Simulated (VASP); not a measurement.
# LaZn2GeP4 (a cell with a defect) in VASP: settings compared

LaZn2GeP4 (a cell with a defect) is run at these levels: PBEsol, PBEsol+D3(BJ); tasks: single point.

Everything below comes from runs of VASP 6.6.1. Logs are shortened: lines on timing, memory, paths and dates and some standing lists are left out, and cuts for length are marked.

## 1. The cell of the first run

The cell holds a defect, 16 atoms: a = 5.424 Å, b = 5.424 Å, c = 10.709 Å, α = 90.00°, β = 90.00°, γ = 90.00°.

## 2. Single point, PBEsol

Contents of INCAR:

```
SYSTEM = LaZn2GeP4
ALGO = Normal
EDIFF = 1E-6
ENCUT = 520
GGA = PS
ISIF = 2
ISMEAR = -1
ISYM = 0
LASPH = .True.
LCHARG = .True.
LELF = .True.
LREAL = Auto
LVHAR = .True.
LWAVE = .False.
NBANDS = 83
NELECT = 140.0
NELM = 80
PREC = Accurate
SIGMA = 0.05
```

Contents of KPOINTS:

```
Automatic mesh
0
Gamma
  1 1 1
  0.25 0.25 0.25
```

Contents of POSCAR:

```
LaZn2GeP4
1.0
    5.4241330000     -0.0000440000     -0.0000150000
   -0.0000440000      5.4241330000     -0.0000150000
   -0.0000300000     -0.0000300000     10.7085280000
Zn La P Ge
4 2 8 2
Direct
    0.0176730000      0.9954100000      0.9994410000
    0.0058710000      0.5125610000      0.2465940000
    0.4818730000      0.9889180000      0.7399130000
    0.5221990000      0.5194830000      0.5002770000
    0.0021810000      0.0029010000      0.5077840000
    0.5154810000      0.0164610000      0.2323120000
    0.2627810000      0.2542690000      0.1263830000
    0.2329670000      0.2578530000      0.6244190000
    0.7660910000      0.7391240000      0.1173680000
    0.7750610000      0.2403380000      0.3761850000
    0.2394560000      0.7535020000      0.3735260000
    0.2560540000      0.7652550000      0.8802590000
    0.7559410000      0.7546020000      0.6255560000
    0.7343340000      0.2489390000      0.8867840000
    0.4926660000      0.4951370000      0.0103580000
    0.9772870000      0.5178570000      0.7504140000
```

Potentials or basis: VASP PAW PBE potentials, release 64 (Zn, La, P, Ge_d).

Run with:

```console
$ cat potpaw_PBE.64/Zn/POTCAR potpaw_PBE.64/La/POTCAR potpaw_PBE.64/P/POTCAR potpaw_PBE.64/Ge_d/POTCAR > POTCAR
$ mpirun -np 1 vasp_std > vasp.out
```

OUTCAR:

```text
SYSTEM = LaZn2GeP4
   EDIFF = 1E-6
   ENCUT = 520
   GGA = PS
   ISIF = 2
   ISMEAR = -1
   ISYM = 0
   LASPH = .True.
   LREAL = Auto
   NELECT = 140.0
   NELM = 80
   PREC = Accurate

 ion  position               nearest neighbor table
   1  0.018  0.995  0.999-  12 2.20   9 2.32   7 2.36  14 2.39
   2  0.006  0.513  0.247-   9 2.26  11 2.27   7 2.36  10 2.38
   3  0.482  0.989  0.740-  12 2.29  13 2.31   8 2.34  14 2.52
   4  0.522  0.519  0.500-  13 2.24  11 2.41  10 2.44   8 2.50
   5  0.002  0.003  0.508-   8 2.24  10 2.27  13 2.28  11 2.36
   6  0.515  0.016  0.232-   7 2.20   9 2.37  10 2.41  11 2.56
[... 8 lines left out ...]
  15  0.493  0.495  0.010-   7 2.19  14 2.29   9 2.29  12 2.39
  16  0.977  0.518  0.750-  13 2.21   8 2.39  14 2.45  12 2.45

IMPORTANT INFORMATION: All symmetrisations will be switched off!
NOSYMM: (Re-)initialisation of all symmetry stuff for point group C_1.

----------------------------------------------------------------------------------------

                                     Primitive cell

  volume of cell :     315.0579

  direct lattice vectors                    reciprocal lattice vectors
     5.424133000 -0.000044000 -0.000015000     0.184361261  0.000001496  0.000000516
    -0.000044000  5.424133000 -0.000015000     0.000001496  0.184361261  0.000000516
    -0.000030000 -0.000030000 10.708528000     0.000000258  0.000000258  0.093383516

  length of vectors
     5.424133000  5.424133000 10.708528000     0.184361261  0.184361261  0.093383516

  position of ions in fractional coordinates (direct lattice)
     0.017673000  0.995410000  0.999441000
     0.005871000  0.512561000  0.246594000
     0.481873000  0.988918000  0.739913000
     0.522199000  0.519483000  0.500277000
     0.002181000  0.002901000  0.507784000
     0.515481000  0.016461000  0.232312000
[... 8 lines left out ...]
     0.492666000  0.495137000  0.010358000
     0.977287000  0.517857000  0.750414000

  ion indices of the primitive-cell ions
   primitive index   ion index
                 1           1
                 2           2
                 3           3
                 4           4
                 5           5
                 6           6
[... 8 lines left out ...]
                15          15
                16          16

----------------------------------------------------------------------------------------

 KPOINTS: Automatic mesh

Automatic generation of k-mesh.
 Grid dimensions read from file:
 generate k-points for:    1    1    1

 Generating k-lattice:

  Cartesian coordinates                     Fractional coordinates (reciprocal lattice)
     0.184361261  0.000001496  0.000000516     1.000000000 -0.000000000  0.000000000
     0.000001496  0.184361261  0.000000516    -0.000000000  1.000000000  0.000000000
     0.000000258  0.000000258  0.093383516     0.000000000  0.000000000  1.000000000

  Length of vectors
     0.184361261  0.184361261  0.093383516

  Shift w.r.t. Gamma in fractional coordinates (k-lattice)
     0.250000000  0.250000000  0.250000000

 Subroutine IBZKPT returns following result:
 ===========================================

 Found      2 irreducible k-points:

 Following reciprocal coordinates:
            Coordinates               Weight
  0.250000  0.250000  0.250000      2.000000
 -0.250000 -0.250000  0.250000      2.000000
   k-points           NKPTS =      2   k-points in BZ     NKDIM =      2   number of bands    NBANDS=     83
   number of dos      NEDOS =    301   number of ions     NIONS =     16
   total plane-waves  NPLWV = 128000
   dimension x,y,z NGX =    40 NGY =   40 NGZ =   80
   dimension x,y,z NGXF=    80 NGYF=   80 NGZF=  160
   ions per type =               4   2   8   2
   NGX,Y,Z   is equivalent  to a cutoff of  12.26, 12.26, 12.42 a.u.
   NGXF,Y,Z  is equivalent  to a cutoff of  24.52, 24.52, 24.84 a.u.
 SYSTEM =  LaZn2GeP4
   PREC   = accura    normal or accurate (medium, high low for compatibility)
   ISTART =      0    job   : 0-new  1-cont  2-samecut
   ICHARG =      2    charge: 1-file 2-atom 10-const
   ISPIN  =      1    spin polarized calculation?
   LNONCOLLINEAR =      F non collinear calculations
   LSORBIT =      F    spin-orbit coupling
   LASPH  =      T    aspherical Exc in radial PAW
   ENCUT  =  520.0 eV  38.22 Ry    6.18 a.u.  10.09 10.09 19.91*2*pi/ulx,y,z
   NELM   =     80;   NELMIN=  2; NELMDL= -5     # of ELM steps
   EDIFF  = 0.1E-05   stopping-criterion for ELM
   LREAL  =      T    real-space projection
   EDIFFG = 0.1E-04   stopping-criterion for IOM
   NSW    =      0    number of steps for IOM
   IBRION =     -1    ionic relax: 0-MD 1-quasi-New 2-CG
   NFREE  =      0    steps in history (QN), initial steepest desc. (CG)
   ISIF   =      2    stress and relaxation
   ISYM   =      0    0-nonsym 1-usesym 2-fastsym
   POTIM  = 0.5000    time-step for ionic-motion
   TEBEG  =    0.0;   TEEND  =   0.0 temperature during run
   PSTRESS=    0.0 pullay stress
   NELECT =     140.0000    total number of electrons
   NUPDOWN=      -1.0000    fix difference up-down
   EMIN   =  10.00;   EMAX   =-10.00  energy-range for DOS
   EFERMI =   0.00;   METHOD = LEGACY
   ISMEAR =    -1;   SIGMA  =   0.05  broadening in eV -4-tet -1-fermi 0-gaus
   EFERMI_NEDOS =   21; number of points for ismear=-14 and -15
   IALGO  =     38    algorithm
   IMIX   =      4    mixing-type and parameters
     AMIX     =   0.40;   BMIX     =  1.00
     AMIX_MAG =   1.60;   BMIX_MAG =  1.00
  volume/ion in A,a.u.               =      19.69       132.88
  Fermi-wavevector in a.u.,A,eV,Ry     =   1.249263  2.360766 21.234057  1.560659
  Thomas-Fermi vector in A             =   2.383312
   LORBIT       =      0    0 simple, 1 ext, 2 COOP (PROOUT), +10 PAW based schemes
   GGA     = PS    functional components
   LHFCALC =     F    Hartree Fock is set to
   AEXX    =    0.0000 exact exchange contribution
   IVDW    =     0    specifies the selected vdW correction
   LEPSILON=     F    determine dielectric tensor
   LRPA    =     F    only Hartree local field effects (RPA)
 non-spin polarized calculation
  energy-cutoff  :      520.00
  volume of cell :      315.06
 maximum number of plane-waves:      8493
   NGX = 21   NGY = 21   NGZ = 39

 number of electron     140.0000010 magnetization

 Free energy of the ion-electron system (eV)
  ---------------------------------------------------
  ext. energy  EPLUGINS =         0.00000000
  ---------------------------------------------------
  free energy    TOTEN  =       -54.70240235 eV

  energy without entropy =      -54.70182332  energy(sigma->0) =      -54.70211283

 E-fermi :   6.1779     XC(G=0): -10.4098

 val. band max:        5.7942588669   @ k =   0.2500   0.2500   0.2500
 cond. band min:       6.5655384623   @ k =  -0.2500  -0.2500   0.2500
 fundamental gap:      0.7712795955
 Fermi energy:         6.1778973270

 k-point     1 :       0.2500    0.2500    0.2500
  band No.  band energies     occupation
      1     -25.5069      2.00000
      2     -25.1086      2.00000
      3     -19.6057      2.00000
      4     -19.5708      2.00000
      5     -19.5678      2.00000
      6     -19.5541      2.00000
[... 74 lines left out ...]
     81       8.8921      0.00000
     82       8.9913      0.00000

 k-point     2 :      -0.2500   -0.2500    0.2500
  band No.  band energies     occupation
      1     -25.5069      2.00000
      2     -25.1086      2.00000
      3     -19.6057      2.00000
      4     -19.5708      2.00000
      5     -19.5678      2.00000
      6     -19.5541      2.00000
[... 74 lines left out ...]
     81       8.8480      0.00000
     82       8.9392      0.00000
 [bands above 82 left out]

------------------------ aborting loop because EDIFF is reached ----------------------------------------

  FORCE on cell =-STRESS in cart. coord.  units (eV):
  Direction    XX          YY          ZZ          XY          YZ          ZX
  --------------------------------------------------------------------------------------
  -------------------------------------------------------------------------------------
  Total       58.5457590     65.9679909     63.5913156    -12.5206677     -1.7921021      5.1875922
  in kB      297.7251938    335.4697800    323.3835733    -63.6718742     -9.1134517     26.3806793
  external PRESSURE =     318.8595157 kB  Pullay stress =       0.0000000 kB

 VOLUME and BASIS-vectors are now :
 -----------------------------------------------------------------------------
  energy-cutoff  :      520.00
  volume of cell :      315.06
      direct lattice vectors                 reciprocal lattice vectors
     5.424133000 -0.000044000 -0.000015000     0.184361261  0.000001496  0.000000516
    -0.000044000  5.424133000 -0.000015000     0.000001496  0.184361261  0.000000516
    -0.000030000 -0.000030000 10.708528000     0.000000258  0.000000258  0.093383516

 POSITION                                       TOTAL-FORCE (eV/Angst)
 -----------------------------------------------------------------------------------
      0.09579      5.39921     10.70253        -0.725988      0.829463      0.452067
      0.03182      2.78019      2.64065        -0.026817     -0.518513     -0.285382
      2.61368      5.36398      7.92336         0.357101      0.580530      0.791950
      2.83244      2.81771      5.35721        -0.694775     -0.734493     -1.242895
      0.01181      0.01572      5.43762         0.977891     -1.540021     -4.739672
      2.79603      0.08926      2.48771         2.068567     -3.473051      2.557448
[... 8 lines left out ...]
      2.67226      2.68567      0.11090         0.302205      0.891065     -1.463942
      5.30089      2.80886      8.03581         0.952014     -1.059494      1.313277
 -----------------------------------------------------------------------------------
    total drift:                               -0.001139     -0.004452     -0.001196

  FREE ENERGIE OF THE ION-ELECTRON SYSTEM (eV)
  ---------------------------------------------------
  free  energy   TOTEN  =       -54.7024023465 eV

  energy  without entropy=      -54.7018233185  energy(sigma->0) =      -54.70211283
```

Run time: 2.8 min. Hardware: 1 thread of Intel Xeon Platinum 8488C (Sapphire Rapids), shared host; peak memory 0.37 GiB.

Results:

| Item | Value |
| --- | --- |
| Free energy | -54.7024 eV |
| Largest force | 8.952 eV/Å |

Forces in eV/Å, atoms in the order of the input:
```
Zn  -0.726  0.829  0.452
Zn  -0.027 -0.519 -0.285
Zn   0.357  0.581  0.792
Zn  -0.695 -0.734 -1.243
La   0.978 -1.540 -4.740
La   2.069 -3.473  2.557
P   -6.481  4.829 -3.849
P    3.974  5.335  5.497
P    2.391 -2.707 -2.056
P   -1.916  6.013  0.466
P    2.347 -3.708  0.320
P    0.242 -0.968 -1.190
P   -4.109 -3.365  4.989
P    0.341 -0.404 -1.559
Ge   0.302  0.891 -1.464
Ge   0.952 -1.059  1.313
```

Levels at points of the mesh, in eV from the Fermi level:
```tsv
k point	band 67	band 68	band 69	band 70	band 71	band 72	band 73	band 74
(0.25, 0.25, 0.25)	-1.32	-1.14	-0.73	-0.38	0.42	0.65	1.10	1.31
```

Caveat: the k points lie up to 1.16 Å⁻¹ apart; the cell carries a net charge on a neutralising background, which shifts energy and pressure; the cell is charged against a uniform background, so pressure and absolute levels hang on convention; the PAW data sets were made with another functional, which shifts forces and pressure a little; spin-orbit coupling is left out, which moves the levels of the heavy elements.

## 3. Single point, PBEsol+D3(BJ)

Contents of INCAR:

```
ALGO = Normal
EDIFF = 1E-6
ENCUT = 520
GGA = PS
ISIF = 2
ISMEAR = -1
ISYM = 0
IVDW = 12
LASPH = True
LCHARG = True
LELF = True
LREAL = Auto
LVHAR = True
LWAVE = False
NBANDS = 83
NELECT = 140.0
NELM = 80
PREC = Accurate
SIGMA = 0.05
```

KPOINTS is that of step 2.

POSCAR is that of step 2.

Potentials or basis: VASP PAW PBE potentials, release 64 (Zn, La, P, Ge_d).

Run with:

```console
$ cat potpaw_PBE.64/Zn/POTCAR potpaw_PBE.64/La/POTCAR potpaw_PBE.64/P/POTCAR potpaw_PBE.64/Ge_d/POTCAR > POTCAR
$ mpirun -np 1 vasp_std > vasp.out
```

Wall time 3.1 min (1 thread of Intel Xeon Platinum 8488C (Sapphire Rapids), shared host); peak memory 0.37 GiB.

The run converged. Its results:

* Free energy: -60.3945 eV
* Largest force: 8.948 eV/Å
* Dispersion energy per atom: -0.356 eV

Forces on the atoms (eV/Å):
```
Zn  -0.726  0.829  0.453
Zn  -0.027 -0.518 -0.285
Zn   0.356  0.581  0.792
Zn  -0.695 -0.734 -1.245
La   0.978 -1.539 -4.737
La   2.069 -3.472  2.553
P   -6.477  4.829 -3.848
P    3.973  5.334  5.497
P    2.388 -2.706 -2.055
P   -1.917  6.010  0.464
P    2.349 -3.705  0.318
P    0.241 -0.972 -1.190
P   -4.108 -3.366  4.990
P    0.342 -0.399 -1.559
Ge   0.303  0.890 -1.463
Ge   0.952 -1.060  1.315
```

Levels at points of the mesh, in eV from the Fermi level:
```tsv
k point	band 67	band 68	band 69	band 70	band 71	band 72	band 73	band 74
(0.25, 0.25, 0.25)	-1.32	-1.14	-0.73	-0.38	0.42	0.65	1.10	1.31
```

Caveat: the k points lie up to 1.16 Å⁻¹ apart; the cell carries a net charge on a neutralising background, which shifts energy and pressure; the cell is charged against a uniform background, so pressure and absolute levels hang on convention; the PAW data sets were made with another functional, which shifts forces and pressure a little; spin-orbit coupling is left out, which moves the levels of the heavy elements.
